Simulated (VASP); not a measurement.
# MoS2 (P6_3/mmc) in VASP: further runs

The runs below take MoS2 through single point, relaxation of cell and atoms, with LDA.

Program: VASP 6.6.1. These are calculated values, not measurements. Logs are shortened: lines on timing, memory, paths and dates and some standing lists are left out, and cuts for length are marked.

**What was measured.**

From “Multiwavelength excitation Raman Scattering Analysis of bulk and 2 dimensional MoS2: Vibrational properties of atomically thin MoS2 layers”, 2015, arxiv:1506.03228, for a bulk crystal of MoS2 at 300 K: band gap 1.3 eV (indirect).

The results are compared with them further down.

## (1) The cell of the first run

Symmetry: P6_3/mmc, No. 194, hexagonal system. The conventional cell has a = 3.122 Å, b = 3.122 Å, c = 12.077 Å, α = 90.00°, β = 90.00°, γ = 120.00°. Mo (site symmetry -6m2) has 6 S at 2.38 Å and 6 Mo at 3.12 Å within 3.2 Å. S (site symmetry 3m) has 3 Mo at 2.38 Å and 7 S at 3.11 to 3.12 Å within 3.2 Å.

## (2) Single point, LDA

File INCAR:

```
SYSTEM = MoS2
  ALGO = Normal
  EDIFF = 1E-6
  ENCUT = 520
  ISIF = 2
  ISMEAR = 0
  LASPH = .TRUE.
  LCHARG = .FALSE.
  LREAL = .FALSE.
  LWAVE = .FALSE.
  NBANDS = 35
  NELM = 60
  PREC = Accurate
  SIGMA = 0.01
```

File KPOINTS:

```
k-points
0
G
  12 12 3
  0 0 0
```

File POSCAR:

```
MoS2
1.0
    3.1222210920      0.0000000000      0.0000000000
   -1.5611105460      2.7039227819      0.0000000000
    0.0000000000      0.0000000000     12.0772324654
Mo S
2 4
Direct
    0.3333333333      0.6666666667      0.2500000000
    0.6666666667      0.3333333333      0.7500000000
    0.3333333333      0.6666666667      0.6213143696
    0.6666666667      0.3333333333      0.1213143696
    0.3333333333      0.6666666667      0.8786856304
    0.6666666667      0.3333333333      0.3786856304
```

Potentials or basis: VASP PAW LDA potentials, release 64 (Mo_sv, S).

Started as:

```sh
cat potpaw_LDA.64/Mo_sv/POTCAR potpaw_LDA.64/S/POTCAR > POTCAR
mpirun -np 1 vasp_std > vasp.out
```

OUTCAR:

```text
SYSTEM = MoS2
   EDIFF = 1E-6
   ENCUT = 520
   ISIF = 2
   ISMEAR = 0
   LASPH = .TRUE.
   LREAL = .FALSE.
   NELM = 60
   PREC = Accurate

 ion  position               nearest neighbor table
   1  0.333  0.667  0.250-   4 2.38   6 2.38   4 2.38   6 2.38   4 2.38   6 2.38
   2  0.667  0.333  0.750-   3 2.38   5 2.38   3 2.38   5 2.38   3 2.38   5 2.38
   3  0.333  0.667  0.621-   2 2.38   2 2.38   2 2.38
   4  0.667  0.333  0.121-   1 2.38   1 2.38   1 2.38
   5  0.333  0.667  0.879-   2 2.38   2 2.38   2 2.38
   6  0.667  0.333  0.379-   1 2.38   1 2.38   1 2.38

  LATTYP: Found a hexagonal cell.
 ALAT       =     3.1222210920
 C/A-ratio  =     3.8681541472

  Lattice vectors:

 A1 = (   3.1222210920,   0.0000000000,   0.0000000000)
 A2 = (  -1.5611105460,   2.7039227819,   0.0000000000)
 A3 = (   0.0000000000,   0.0000000000,  12.0772324654)

Analysis of symmetry for initial positions (statically):
=====================================================================
 Subroutine PRICEL returns:
 Original cell was already a primitive cell.

 Routine SETGRP: Setting up the symmetry group for a
 hexagonal supercell.

 Subroutine GETGRP returns: Found 24 space group operations
 (whereof 12 operations were pure point group operations)
 out of a pool of 24 trial point group operations.

The static configuration has the point symmetry D_3d.
 The point group associated with its full space group is D_6h.

Analysis of symmetry for dynamics (positions and initial velocities):
=====================================================================
 Subroutine PRICEL returns:
 Original cell was already a primitive cell.

 Routine SETGRP: Setting up the symmetry group for a
 hexagonal supercell.

 Subroutine GETGRP returns: Found 24 space group operations
 (whereof 12 operations were pure point group operations)
 out of a pool of 24 trial point group operations.

The dynamic configuration has the point symmetry D_3d.
 The point group associated with its full space group is D_6h.

 Subroutine INISYM returns: Found 24 space group operations
 (whereof 12 operations are pure point group operations),
 and found     1 'primitive' translations

----------------------------------------------------------------------------------------

                                     Primitive cell

  volume of cell :     101.9590

  direct lattice vectors                    reciprocal lattice vectors
     3.122221092  0.000000000  0.000000000     0.320284813  0.184916523  0.000000000
    -1.561110546  2.703922782  0.000000000     0.000000000  0.369833047  0.000000000
[... 100 lines left out ...]
   ISYM   =      2    0-nonsym 1-usesym 2-fastsym
   POTIM  = 0.5000    time-step for ionic-motion
   TEBEG  =    0.0;   TEEND  =   0.0 temperature during run
   PSTRESS=    0.0 pullay stress
   NELECT =      52.0000    total number of electrons
   NUPDOWN=      -1.0000    fix difference up-down
   EMIN   =  10.00;   EMAX   =-10.00  energy-range for DOS
   EFERMI =   0.00;   METHOD = LEGACY
   ISMEAR =     0;   SIGMA  =   0.01  broadening in eV -4-tet -1-fermi 0-gaus
   EFERMI_NEDOS =   21; number of points for ismear=-14 and -15
   IALGO  =     38    algorithm
   IMIX   =      4    mixing-type and parameters
     AMIX     =   0.40;   BMIX     =  1.00
     AMIX_MAG =   1.60;   BMIX_MAG =  1.00
  volume/ion in A,a.u.               =      16.99       114.68
  Fermi-wavevector in a.u.,A,eV,Ry     =   1.307979  2.471722 23.276976  1.710809
  Thomas-Fermi vector in A             =   2.438677
   LORBIT       =      0    0 simple, 1 ext, 2 COOP (PROOUT), +10 PAW based schemes
   GGA     = CA    functional components
   LHFCALC =     F    Hartree Fock is set to
   AEXX    =    0.0000 exact exchange contribution
   IVDW    =     0    specifies the selected vdW correction
   LEPSILON=     F    determine dielectric tensor
   LRPA    =     F    only Hartree local field effects (RPA)
 non-spin polarized calculation
 Gauss-broadening in eV      SIGMA  =   0.01
  energy-cutoff  :      520.00
  volume of cell :      101.96
 maximum number of plane-waves:      2775
 NGX is ok and might be reduce to    24
   NGX = 11   NGY = 11   NGZ = 45

 number of electron      52.0000005 magnetization

 Free energy of the ion-electron system (eV)
  ---------------------------------------------------
  ext. energy  EPLUGINS =         0.00000000
  ---------------------------------------------------
  free energy    TOTEN  =       -48.95827473 eV

  energy without entropy =      -48.95827473  energy(sigma->0) =      -48.95827473

 E-fermi :   8.2288     XC(G=0): -11.3794

 val. band max:        8.0615481997   @ k =   0.0000   0.0000   0.0000
 cond. band min:       8.8010802750   @ k =   0.1667   0.1667   0.0000
 fundamental gap:      0.7395320752
 Fermi energy:         8.2288319660

 k-point     1 :       0.0000    0.0000    0.0000
  band No.  band energies     occupation
      1     -53.1158      2.00000
      2     -53.1158      2.00000
      3     -27.5094      2.00000
      4     -27.5092      2.00000
      5     -27.2180      2.00000
      6     -27.2180      2.00000
[... 901 lines left out ...]
     34      11.7150      0.00000
     35      14.5514      0.00000

 [... further k-points ...]

------------------------ aborting loop because EDIFF is reached ----------------------------------------

  FORCE on cell =-STRESS in cart. coord.  units (eV):
  Direction    XX          YY          ZZ          XY          YZ          ZX
  --------------------------------------------------------------------------------------
  -------------------------------------------------------------------------------------
  Total        0.0771208      0.0771208      0.0426821      0.0000000      0.0000000     -0.0000000
  in kB        1.2118727      1.2118727      0.6707044      0.0000000      0.0000000     -0.0000000
  external PRESSURE =       1.0314832 kB  Pullay stress =       0.0000000 kB

 VOLUME and BASIS-vectors are now :
 -----------------------------------------------------------------------------
  energy-cutoff  :      520.00
  volume of cell :      101.96
      direct lattice vectors                 reciprocal lattice vectors
     3.122221092  0.000000000  0.000000000     0.320284813  0.184916523  0.000000000
    -1.561110546  2.703922782  0.000000000     0.000000000  0.369833047  0.000000000
     0.000000000  0.000000000 12.077232465     0.000000000  0.000000000  0.082800427

 POSITION                                       TOTAL-FORCE (eV/Angst)
 -----------------------------------------------------------------------------------
     -0.00000      1.80262      3.01931         0.000000     -0.000000      0.000000
      1.56111      0.90131      9.05792        -0.000000      0.000000      0.000000
     -0.00000      1.80262      7.50376         0.000000      0.000000     -0.016158
      1.56111      0.90131      1.46514        -0.000000      0.000000     -0.016158
     -0.00000      1.80262     10.61209         0.000000      0.000000      0.016158
      1.56111      0.90131      4.57347        -0.000000     -0.000000      0.016158
 -----------------------------------------------------------------------------------
    total drift:                                0.000000     -0.000000      0.000000

  FREE ENERGIE OF THE ION-ELECTRON SYSTEM (eV)
  ---------------------------------------------------
  free  energy   TOTEN  =       -48.9582747321 eV

  energy  without entropy=      -48.9582747321  energy(sigma->0) =      -48.95827473
```

OSZICAR:

```text
N       E                     dE             d eps       ncg     rms          rms(c)
DAV:   1     0.471330848622E+03    0.47133E+03   -0.29069E+04  2900   0.142E+03
DAV:   2    -0.258034557812E+02   -0.49713E+03   -0.48088E+03  3129   0.387E+02
DAV:   3    -0.513020200037E+02   -0.25499E+02   -0.24995E+02  3175   0.802E+01
DAV:   4    -0.518023112975E+02   -0.50029E+00   -0.49909E+00  3158   0.112E+01
DAV:   5    -0.518108352560E+02   -0.85240E-02   -0.85226E-02  3136   0.150E+00    0.375E+01
DAV:   6    -0.496503565843E+02    0.21605E+01   -0.10889E+01  2957   0.227E+01    0.120E+01
DAV:   7    -0.492841817643E+02    0.36617E+00   -0.47300E+00  2913   0.146E+01    0.924E+00
DAV:   8    -0.489605353810E+02    0.32365E+00   -0.76199E-01  3018   0.635E+00    0.255E+00
DAV:   9    -0.489640823582E+02   -0.35470E-02   -0.68699E-02  3028   0.126E+00    0.104E+00
DAV:  10    -0.489584820862E+02    0.56003E-02   -0.25584E-02  3012   0.111E+00    0.325E-01
DAV:  11    -0.489583900752E+02    0.92011E-04   -0.15113E-03  2965   0.230E-01    0.129E-01
DAV:  12    -0.489582982969E+02    0.91778E-04   -0.18432E-04  2975   0.717E-02    0.114E-01
DAV:  13    -0.489582749395E+02    0.23357E-04   -0.13796E-04  3020   0.631E-02    0.171E-02
DAV:  14    -0.489582747321E+02    0.20738E-06   -0.99444E-06  2621   0.195E-02
   1 F= -.48958275E+02 E0= -.48958275E+02  d E =-.383344-126
```

Run time: 87 s. Hardware: 1 thread of Intel Xeon Platinum 8488C (Sapphire Rapids), shared host; peak memory 0.26 GiB.

What came out:

| Quantity | Value |
| --- | --- |
| Free energy | -48.9583 eV |
| Pressure | 0.1 GPa |
| Largest force | 0.016 eV/Å |
| Band gap on the k mesh | 0.74 eV (least direct gap 1.77 eV) |

Forces on the atoms (eV/Å):
```
Mo   0.000  0.000  0.000
Mo   0.000  0.000  0.000
S    0.000  0.000 -0.016
S    0.000  0.000 -0.016
S    0.000  0.000  0.016
S    0.000  0.000  0.016
```

Levels at points of the mesh, in eV from the valence-band top:
```tsv
k point	band 22	band 23	band 24	band 25	band 26	band 27	band 28	band 29	band 30	band 31
(0.00, 0.00, 0.00)	-2.20	-2.20	-1.40	-1.14	0.00	2.14	2.14	2.17	2.17	2.33
(0.50, 0.00, 0.00)	-2.59	-1.76	-1.53	-1.51	-1.39	1.67	1.72	2.02	2.37	2.81
```

## (3) Relaxation of cell and atoms, LDA

This run uses another cell than the first one, of 17.86 Å³/atom.

File INCAR:

```
PREC = Accurate
ENCUT = 600
EDIFF = 1E-7
ISMEAR = 0
SIGMA = 0.01
LREAL = False
LASPH = True
NELM = 60
ALGO = Normal
ISIF = 3
LWAVE = False
LCHARG = False
IBRION = 2
NSW = 80
EDIFFG = -0.001
```

File KPOINTS:

```
Automatic mesh
0
Gamma
  12 12 3
```

File POSCAR:

```
MoS2
1.0
    3.1690000000      0.0000000000      0.0000000000
   -1.5845000000      2.7444345046      0.0000000000
    0.0000000000      0.0000000000     12.3240000000
Mo S
2 4
Direct
    0.3333333333      0.6666666667      0.2500000000
    0.6666666667      0.3333333333      0.7500000000
    0.3333333333      0.6666666667      0.6230000000
    0.6666666667      0.3333333333      0.1230000000
    0.3333333333      0.6666666667      0.8770000000
    0.6666666667      0.3333333333      0.3770000000
```

Potentials or basis: VASP PAW LDA potentials, release 64 (Mo_sv, S).

Started as:

```sh
cat potpaw_LDA.64/Mo_sv/POTCAR potpaw_LDA.64/S/POTCAR > POTCAR
mpirun -np 1 vasp_std > vasp.out
```

It took 16 min on 1 thread of Intel Xeon Platinum 8488C (Sapphire Rapids), shared host; peak memory 0.31 GiB.

Results (log left out):

```
Free energy                           : -48.9614 eV
Relaxed volume                        : 17.00 Å³/atom
Relaxed cell                          : a = 3.124 Å, b = 3.124 Å, c = 12.072 Å, α = 90.00°, β = 90.00°, γ = 120.00°
Space group after relaxing (to 0.1 Å) : P6_3/mmc (No. 194)
Energy gained by relaxing             : 12.1 meV/atom
Ionic steps                           : 12
Pressure after relaxing               : 0.0 GPa
Band gap on the k mesh                : 0.74 eV (least direct gap 1.77 eV)
```

The path:
| step | energy change (eV) | largest force (eV/Å) | pressure (GPa) | volume (Å³) |
| --- | --- | --- | --- | --- |
| 1 | 0.0000 | 0.4649 | -5.53 | 107.18 |
| 2 | 0.2121 | 1.6243 | 12.90 | 97.90 |
| 3 | -0.0641 | 0.1473 | -0.36 | 104.03 |
| 4 | -0.0642 | 0.1609 | -0.23 | 103.97 |
| 5 | -0.0691 | 0.0355 | -0.07 | 103.40 |
| 6 | -0.0691 | 0.0365 | -0.07 | 103.41 |
| 7 | -0.0696 | 0.0349 | -0.06 | 103.28 |
| 8 | -0.0709 | 0.0302 | -0.01 | 102.91 |
| 9 | -0.0722 | 0.0202 | 0.10 | 102.16 |
| 10 | -0.0723 | 0.0172 | 0.13 | 101.95 |
| 11 | -0.0702 | 0.1328 | -1.01 | 102.36 |
| 12 | -0.0723 | 0.0004 | 0.00 | 102.00 |

Final structure:
```xyz
6
Lattice="3.1235 0.0000 0.0000 -1.5618 2.7051 0.0000 0.0000 0.0000 12.0719" Properties=species:S:1:pos:R:3 pbc="T T T"
Mo    0.0000    1.8034    3.0180
Mo    1.5618    0.9017    9.0540
S     0.0000    1.8034    7.4995
S     1.5618    0.9017    1.4635
S     0.0000    1.8034   10.6084
S     1.5618    0.9017    4.5724
```

Levels at points of the mesh, in eV from the valence-band top:
| k point | band 22 | band 23 | band 24 | band 25 | band 26 | band 27 | band 28 | band 29 | band 30 | band 31 |
| --- | --- | --- | --- | --- | --- | --- | --- | --- | --- | --- |
| (0.00, 0.00, 0.00) | -2.21 | -2.21 | -1.40 | -1.14 | 0.00 | 2.14 | 2.14 | 2.17 | 2.17 | 2.32 |
| (0.50, 0.00, 0.00) | -2.59 | -1.77 | -1.53 | -1.51 | -1.39 | 1.66 | 1.71 | 2.01 | 2.37 | 2.81 |

## (4) Comparison with measurements

Step 2. Measured gap of MoS2: 1.3 eV (indirect; 300 K; “Multiwavelength excitation Raman Scattering Analysis of bulk and 2 dimensional MoS2: Vibrational properties of atomically thin MoS2 layers”, 2015, arxiv:1506.03228). This calculation gives 0.74 eV (-0.56 eV). Spin-orbit coupling on Mo is left out. The value is that of LDA on a finite k mesh, which can miss the band edges, without temperature or zero-point motion. Semilocal functionals fall short of measured gaps as a rule.
